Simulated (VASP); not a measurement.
# Sn3GeTe4 (Pm-3m) in VASP: a series of runs

The runs below take Sn3GeTe4 through single point, with PBE.

All numbers are computed with VASP 6.6.1; they aren't measurements. Logs are shortened: lines on timing, memory, paths and dates and some standing lists are left out, and cuts for length are marked.

## 1. The cell of the first run

It takes space group Pm-3m (No. 221, cubic). The conventional cell has a = 6.320 Å, b = 6.320 Å, c = 6.320 Å, α = 90.00°, β = 90.00°, γ = 90.00°. Within 4.2 Å of Sn (site symmetry 4/mmm) lie 6 Te at 3.16 Å. Within 4.2 Å of Ge (site symmetry m-3m) lie 6 Te at 3.16 Å. Te (site symmetry m-3m) has 6 Sn at 3.16 Å within 4.2 Å. Te (site symmetry 4/mmm) has 4 Sn at 3.16 Å and 2 Ge at 3.16 Å within 4.2 Å.

## 2. Single point, PBE

Contents of INCAR:

```
SYSTEM = Sn3GeTe4
PREC = Accurate ; ENCUT = 520
EDIFF = 1E-6 ; ISMEAR = 0
SIGMA = 0.1 ; LREAL = .False.
LASPH = .True. ; NELM = 100
ALGO = Normal ; ISIF = 2
LWAVE = .False. ; LCHARG = .True.
GGA = PE ; LELF = .True.
LVHAR = .True. ; NBANDS = 50
```

Contents of KPOINTS:

```
regular mesh
0
Gamma
  4 4 4
  0 0 0
```

Contents of POSCAR:

```
Sn3GeTe4
1.0
    6.3202447000      0.0000000000      0.0000000000
    0.0000000000      6.3202447000      0.0000000000
    0.0000000000      0.0000000000      6.3202447000
Sn Ge Te
3 1 4
Direct
    0.5000000000      0.0000000000      0.5000000000
    0.0000000000      0.5000000000      0.5000000000
    0.5000000000      0.5000000000      0.0000000000
    0.0000000000      0.0000000000      0.0000000000
    0.5000000000      0.5000000000      0.5000000000
    0.0000000000      0.5000000000      0.0000000000
    0.5000000000      0.0000000000      0.0000000000
    0.0000000000      0.0000000000      0.5000000000
```

Potentials or basis: VASP PAW PBE potentials, release 64 (Sn_d, Ge_d, Te).

Command:

```sh
cat potpaw_PBE.64/Sn_d/POTCAR potpaw_PBE.64/Ge_d/POTCAR potpaw_PBE.64/Te/POTCAR > POTCAR
mpirun -np 1 vasp_std > vasp.out
```

OUTCAR:

```text
SYSTEM = Sn3GeTe4
   PREC = Accurate
   ENCUT = 520
   EDIFF = 1E-6
   ISMEAR = 0
   LREAL = .False.
   LASPH = .True.
   NELM = 100
   ISIF = 2
   GGA = PE

 ion  position               nearest neighbor table
   1  0.500  0.000  0.500-   5 3.16   7 3.16   8 3.16   7 3.16   5 3.16   8 3.16
   2  0.000  0.500  0.500-   5 3.16   6 3.16   8 3.16   6 3.16   8 3.16   5 3.16
   3  0.500  0.500  0.000-   5 3.16   6 3.16   7 3.16   5 3.16   7 3.16   6 3.16
   4  0.000  0.000  0.000-   6 3.16   7 3.16   8 3.16   8 3.16   6 3.16   7 3.16
   5  0.500  0.500  0.500-   1 3.16   2 3.16   3 3.16   3 3.16   1 3.16   2 3.16
   6  0.000  0.500  0.000-   2 3.16   3 3.16   4 3.16   2 3.16   4 3.16   3 3.16
   7  0.500  0.000  0.000-   1 3.16   3 3.16   4 3.16   1 3.16   3 3.16   4 3.16
   8  0.000  0.000  0.500-   1 3.16   2 3.16   4 3.16   4 3.16   2 3.16   1 3.16

  LATTYP: Found a simple cubic cell.
 ALAT       =     6.3202447000

  Lattice vectors:

 A1 = (   6.3202447000,   0.0000000000,   0.0000000000)
 A2 = (   0.0000000000,   6.3202447000,   0.0000000000)
 A3 = (   0.0000000000,   0.0000000000,   6.3202447000)

Analysis of symmetry for initial positions (statically):
=====================================================================
 Subroutine PRICEL returns:
 Original cell was already a primitive cell.

 Routine SETGRP: Setting up the symmetry group for a
 simple cubic supercell.

 Subroutine GETGRP returns: Found 48 space group operations
[... 9 lines left out ...]

 Routine SETGRP: Setting up the symmetry group for a
 simple cubic supercell.

 Subroutine GETGRP returns: Found 48 space group operations
[... 11 lines left out ...]
                                     Primitive cell

  volume of cell :     252.4653

  direct lattice vectors                    reciprocal lattice vectors
     6.320244700  0.000000000  0.000000000     0.158221722  0.000000000  0.000000000
     0.000000000  6.320244700  0.000000000     0.000000000  0.158221722  0.000000000
     0.000000000  0.000000000  6.320244700     0.000000000  0.000000000  0.158221722

  length of vectors
     6.320244700  6.320244700  6.320244700     0.158221722  0.158221722  0.158221722

  position of ions in fractional coordinates (direct lattice)
     0.500000000  0.000000000  0.500000000
     0.000000000  0.500000000  0.500000000
     0.500000000  0.500000000  0.000000000
     0.000000000  0.000000000  0.000000000
     0.500000000  0.500000000  0.500000000
     0.000000000  0.500000000  0.000000000
[... 72 lines left out ...]
   EDIFFG = 0.1E-04   stopping-criterion for IOM
   NSW    =      0    number of steps for IOM
   IBRION =     -1    ionic relax: 0-MD 1-quasi-New 2-CG
   NFREE  =      0    steps in history (QN), initial steepest desc. (CG)
   ISIF   =      2    stress and relaxation
   ISYM   =      2    0-nonsym 1-usesym 2-fastsym
   POTIM  = 0.5000    time-step for ionic-motion
   TEBEG  =    0.0;   TEEND  =   0.0 temperature during run
   PSTRESS=    0.0 pullay stress
   NELECT =      80.0000    total number of electrons
   NUPDOWN=      -1.0000    fix difference up-down
   EMIN   =  10.00;   EMAX   =-10.00  energy-range for DOS
   EFERMI =   0.00;   METHOD = LEGACY
   ISMEAR =     0;   SIGMA  =   0.10  broadening in eV -4-tet -1-fermi 0-gaus
   EFERMI_NEDOS =   21; number of points for ismear=-14 and -15
   IALGO  =     38    algorithm
   IMIX   =      4    mixing-type and parameters
     AMIX     =   0.40;   BMIX     =  1.00
     AMIX_MAG =   1.60;   BMIX_MAG =  1.00
  volume/ion in A,a.u.               =      31.56       212.96
  Fermi-wavevector in a.u.,A,eV,Ry     =   1.116103  2.109129 16.948585  1.245686
  Thomas-Fermi vector in A             =   2.252714
   LORBIT       =      0    0 simple, 1 ext, 2 COOP (PROOUT), +10 PAW based schemes
   GGA     = PE    functional components
   LHFCALC =     F    Hartree Fock is set to
   AEXX    =    0.0000 exact exchange contribution
   IVDW    =     0    specifies the selected vdW correction
   LEPSILON=     F    determine dielectric tensor
   LRPA    =     F    only Hartree local field effects (RPA)
 non-spin polarized calculation
 Gauss-broadening in eV      SIGMA  =   0.10
  energy-cutoff  :      520.00
  volume of cell :      252.47
 maximum number of plane-waves:      6859
 NGX is ok and might be reduce to    48
   NGX = 23   NGY = 23   NGZ = 23

 number of electron      80.0000008 magnetization

 Free energy of the ion-electron system (eV)
  ---------------------------------------------------
  ext. energy  EPLUGINS =         0.00000000
  ---------------------------------------------------
  free energy    TOTEN  =       -30.32903088 eV

  energy without entropy =      -30.32636516  energy(sigma->0) =      -30.32769802

 E-fermi :   6.3367     XC(G=0):  -9.3724

 val. band max:        6.2561301893   @ k =   0.5000   0.5000   0.5000
 cond. band min:       6.3799366963   @ k =   0.5000   0.5000   0.5000
 fundamental gap:      0.1238065070
 Fermi energy:         6.3366729844

 k-point     1 :       0.0000    0.0000    0.0000
  band No.  band energies     occupation
      1     -19.0436      2.00000
      2     -19.0436      2.00000
      3     -19.0415      2.00000
      4     -19.0415      2.00000
      5     -19.0415      2.00000
      6     -15.6184      2.00000
[... 519 lines left out ...]
     49       6.7096      0.00000
     50       6.7596      0.00000

------------------------ aborting loop because EDIFF is reached ----------------------------------------

  FORCE on cell =-STRESS in cart. coord.  units (eV):
  Direction    XX          YY          ZZ          XY          YZ          ZX
  --------------------------------------------------------------------------------------
  -------------------------------------------------------------------------------------
  Total       -0.3630043     -0.3630043     -0.3630043     -0.0000000      0.0000000     -0.0000000
  in kB       -2.3036719     -2.3036719     -2.3036719     -0.0000000      0.0000000     -0.0000000
  external PRESSURE =      -2.3036719 kB  Pullay stress =       0.0000000 kB

 VOLUME and BASIS-vectors are now :
 -----------------------------------------------------------------------------
  energy-cutoff  :      520.00
  volume of cell :      252.47
      direct lattice vectors                 reciprocal lattice vectors
     6.320244700  0.000000000  0.000000000     0.158221722  0.000000000  0.000000000
     0.000000000  6.320244700  0.000000000     0.000000000  0.158221722  0.000000000
     0.000000000  0.000000000  6.320244700     0.000000000  0.000000000  0.158221722

 POSITION                                       TOTAL-FORCE (eV/Angst)
 -----------------------------------------------------------------------------------
      3.16012      0.00000      3.16012         0.000000      0.000000      0.000000
      0.00000      3.16012      3.16012         0.000000      0.000000      0.000000
      3.16012      3.16012      0.00000         0.000000      0.000000      0.000000
      0.00000      0.00000      0.00000         0.000000      0.000000      0.000000
      3.16012      3.16012      3.16012         0.000000      0.000000      0.000000
      0.00000      3.16012      0.00000         0.000000      0.000000      0.000000
      3.16012      0.00000      0.00000         0.000000      0.000000      0.000000
      0.00000      0.00000      3.16012         0.000000      0.000000      0.000000
 -----------------------------------------------------------------------------------
    total drift:                                0.000000      0.000000     -0.000000

  FREE ENERGIE OF THE ION-ELECTRON SYSTEM (eV)
  ---------------------------------------------------
  free  energy   TOTEN  =       -30.3290308765 eV

  energy  without entropy=      -30.3263651580  energy(sigma->0) =      -30.32769802
```

Wall time 2.6 min (1 thread of Oxide Virtual Turin-like, shared host); peak memory 0.35 GiB.

Results:

```yaml
Free_energy: -30.3290 eV
Pressure: -0.2 GPa
Band_gap_on_the_k_mesh: 0.12 eV, direct
```

Caveat: spin-orbit coupling is left out, which moves the levels of the heavy elements. A k mesh can miss the band edges.

## 3. Single point, PBE

Contents of INCAR:

```
PREC = Accurate
ENCUT = 520
EDIFF = 1E-6
ISMEAR = 0
SIGMA = 0.2
LREAL = F
LASPH = T
NELM = 80
ALGO = Normal
ISIF = 2
LWAVE = F
LCHARG = F
GGA = PE
NBANDS = 50
```

Contents of KPOINTS:

```
Automatic mesh
0
Gamma
  4 4 4
```

POSCAR is that of step 2.

Potentials or basis: VASP PAW PBE potentials, release 64 (Sn_d, Ge_d, Te).

Command:

```sh
cat potpaw_PBE.64/Sn_d/POTCAR potpaw_PBE.64/Ge_d/POTCAR potpaw_PBE.64/Te/POTCAR > POTCAR
mpirun -np 1 vasp_std > vasp.out
```

Run time: 2.9 min. Hardware: 1 thread of Oxide Virtual Turin-like, shared host; peak memory 0.35 GiB.

It converged, with:

| Quantity | Value |
| --- | --- |
| Free energy | -30.3336 eV |
| Pressure | -0.2 GPa |
| Band gap on the k mesh | 0.13 eV, direct |

Levels at points of the mesh, in eV from the valence-band top:
```
           k point  band 38  band 39  band 40  band 41  band 42  band 43
(0.00, 0.00, 0.00)    -1.97    -1.97    -1.97     2.41     2.41     2.41
(0.50, 0.00, 0.00)    -1.88    -0.86    -0.67     0.65     0.97     1.92
(0.50, 0.50, 0.00)    -0.90    -0.90    -0.86     0.70     0.70     1.02
(0.50, 0.50, 0.50)     0.00     0.00     0.00     0.13     0.22     0.22
```

Caveat: spin-orbit coupling is left out, which moves the levels of the heavy elements.

## 4. Single point, PBE

Contents of INCAR:

```
ALGO = Normal
EDIFF = 1E-6
ENCUT = 520
GGA = PE
ISIF = 2
ISMEAR = 0
LASPH = T
LCHARG = T
LELF = T
LREAL = F
LVHAR = T
LWAVE = F
NBANDS = 50
NELM = 100
PREC = Accurate
SIGMA = 0.01
```

Contents of KPOINTS:

```
k-points
0
Gamma
  6 6 6
```

POSCAR is that of step 3.

Potentials or basis: VASP PAW PBE potentials, release 64 (Sn_d, Ge_d, Te).

Command:

```sh
cat potpaw_PBE.64/Sn_d/POTCAR potpaw_PBE.64/Ge_d/POTCAR potpaw_PBE.64/Te/POTCAR > POTCAR
mpirun -np 1 vasp_std > vasp.out
```

OUTCAR:

```text
EDIFF = 1E-6
   ENCUT = 520
   GGA = PE
   ISIF = 2
   ISMEAR = 0
   LASPH = T
   LREAL = F
   NELM = 100
   PREC = Accurate

 ion  position               nearest neighbor table
   1  0.500  0.000  0.500-   5 3.16   7 3.16   8 3.16   7 3.16   5 3.16   8 3.16
   2  0.000  0.500  0.500-   5 3.16   6 3.16   8 3.16   6 3.16   8 3.16   5 3.16
   3  0.500  0.500  0.000-   5 3.16   6 3.16   7 3.16   5 3.16   7 3.16   6 3.16
   4  0.000  0.000  0.000-   6 3.16   7 3.16   8 3.16   8 3.16   6 3.16   7 3.16
   5  0.500  0.500  0.500-   1 3.16   2 3.16   3 3.16   3 3.16   1 3.16   2 3.16
   6  0.000  0.500  0.000-   2 3.16   3 3.16   4 3.16   2 3.16   4 3.16   3 3.16
   7  0.500  0.000  0.000-   1 3.16   3 3.16   4 3.16   1 3.16   3 3.16   4 3.16
   8  0.000  0.000  0.500-   1 3.16   2 3.16   4 3.16   4 3.16   2 3.16   1 3.16

  LATTYP: Found a simple cubic cell.
 ALAT       =     6.3202447000

  Lattice vectors:

 A1 = (   6.3202447000,   0.0000000000,   0.0000000000)
 A2 = (   0.0000000000,   6.3202447000,   0.0000000000)
 A3 = (   0.0000000000,   0.0000000000,   6.3202447000)

Analysis of symmetry for initial positions (statically):
=====================================================================
 Subroutine PRICEL returns:
 Original cell was already a primitive cell.

 Routine SETGRP: Setting up the symmetry group for a
 simple cubic supercell.

 Subroutine GETGRP returns: Found 48 space group operations
[... 9 lines left out ...]

 Routine SETGRP: Setting up the symmetry group for a
 simple cubic supercell.

 Subroutine GETGRP returns: Found 48 space group operations
[... 11 lines left out ...]
                                     Primitive cell

  volume of cell :     252.4653

  direct lattice vectors                    reciprocal lattice vectors
     6.320244700  0.000000000  0.000000000     0.158221722  0.000000000  0.000000000
     0.000000000  6.320244700  0.000000000     0.000000000  0.158221722  0.000000000
     0.000000000  0.000000000  6.320244700     0.000000000  0.000000000  0.158221722

  length of vectors
[... 113 lines left out ...]
   LORBIT       =      0    0 simple, 1 ext, 2 COOP (PROOUT), +10 PAW based schemes
   GGA     = PE    functional components
   LHFCALC =     F    Hartree Fock is set to
   AEXX    =    0.0000 exact exchange contribution
   IVDW    =     0    specifies the selected vdW correction
   LEPSILON=     F    determine dielectric tensor
   LRPA    =     F    only Hartree local field effects (RPA)
 non-spin polarized calculation
 Gauss-broadening in eV      SIGMA  =   0.01
  energy-cutoff  :      520.00
  volume of cell :      252.47
 maximum number of plane-waves:      6859
 NGX is ok and might be reduce to    48
   NGX = 23   NGY = 23   NGZ = 23

 number of electron      80.0000008 magnetization

 Free energy of the ion-electron system (eV)
  ---------------------------------------------------
  ext. energy  EPLUGINS =         0.00000000
  ---------------------------------------------------
  free energy    TOTEN  =       -30.32706205 eV

  energy without entropy =      -30.32706205  energy(sigma->0) =      -30.32706205

 E-fermi :   6.3083     XC(G=0):  -9.3683

 val. band max:        6.2145227346   @ k =   0.5000   0.5000   0.5000
 cond. band min:       6.4011366555   @ k =   0.5000   0.5000   0.5000
 fundamental gap:      0.1866139209
 Fermi energy:         6.3083034122

 k-point     1 :       0.0000    0.0000    0.0000
  band No.  band energies     occupation
      1     -19.1369      2.00000
      2     -19.1369      2.00000
      3     -19.1349      2.00000
      4     -19.1349      2.00000
      5     -19.1349      2.00000
      6     -15.5816      2.00000
[... 1049 lines left out ...]
     49       6.7344      0.00000
     50       6.7764      0.00000

------------------------ aborting loop because EDIFF is reached ----------------------------------------

  FORCE on cell =-STRESS in cart. coord.  units (eV):
  Direction    XX          YY          ZZ          XY          YZ          ZX
  --------------------------------------------------------------------------------------
  -------------------------------------------------------------------------------------
  Total       -0.0560975     -0.0560975     -0.0560975      0.0000000      0.0000000     -0.0000000
  in kB       -0.3560021     -0.3560021     -0.3560021      0.0000000      0.0000000     -0.0000000
  external PRESSURE =      -0.3560021 kB  Pullay stress =       0.0000000 kB

 VOLUME and BASIS-vectors are now :
 -----------------------------------------------------------------------------
  energy-cutoff  :      520.00
  volume of cell :      252.47
      direct lattice vectors                 reciprocal lattice vectors
     6.320244700  0.000000000  0.000000000     0.158221722  0.000000000  0.000000000
     0.000000000  6.320244700  0.000000000     0.000000000  0.158221722  0.000000000
     0.000000000  0.000000000  6.320244700     0.000000000  0.000000000  0.158221722

 POSITION                                       TOTAL-FORCE (eV/Angst)
 -----------------------------------------------------------------------------------
      3.16012      0.00000      3.16012         0.000000      0.000000      0.000000
      0.00000      3.16012      3.16012         0.000000      0.000000      0.000000
      3.16012      3.16012      0.00000         0.000000      0.000000      0.000000
      0.00000      0.00000      0.00000         0.000000      0.000000      0.000000
      3.16012      3.16012      3.16012         0.000000      0.000000      0.000000
      0.00000      3.16012      0.00000         0.000000      0.000000      0.000000
      3.16012      0.00000      0.00000         0.000000      0.000000      0.000000
      0.00000      0.00000      3.16012         0.000000      0.000000      0.000000
 -----------------------------------------------------------------------------------
    total drift:                                0.000000      0.000000     -0.000000

  FREE ENERGIE OF THE ION-ELECTRON SYSTEM (eV)
  ---------------------------------------------------
  free  energy   TOTEN  =       -30.3270620502 eV

  energy  without entropy=      -30.3270620502  energy(sigma->0) =      -30.32706205
```

Wall time 5.6 min (1 thread of Oxide Virtual Turin-like, shared host); peak memory 0.43 GiB.

What came out:

| Property | Result |
| --- | --- |
| Free energy | -30.3271 eV |
| Pressure | 0.0 GPa |
| Band gap on the k mesh | 0.19 eV, direct |

Caveat: spin-orbit coupling is left out, which moves the levels of the heavy elements.

## 5. Summary

```tsv
k mesh	smearing	gap on the mesh (eV)	pressure (GPa)
4 × 4 × 4	gaussian 0.1 eV	0.12	-0.2
4 × 4 × 4	gaussian 0.2 eV	0.13	-0.2
6 × 6 × 6	gaussian 0.01 eV	0.19	0.0
```

Alike in all rows: task single point; level PBE; potentials or basis VASP PAW PBE potentials, release 64 (Sn_d, Ge_d, Te); no spin polarisation; cell as given; cutoff (eV) 520.

On the cell as given the gap runs from 0.12 eV (PBE) to 0.19 eV (PBE); the meshes differ, which moves gaps too.

Caveats: spin-orbit coupling is left out, which moves the levels of the heavy elements.

Total energies depend on the potentials used, so only differences within one code and one set of settings carry meaning.
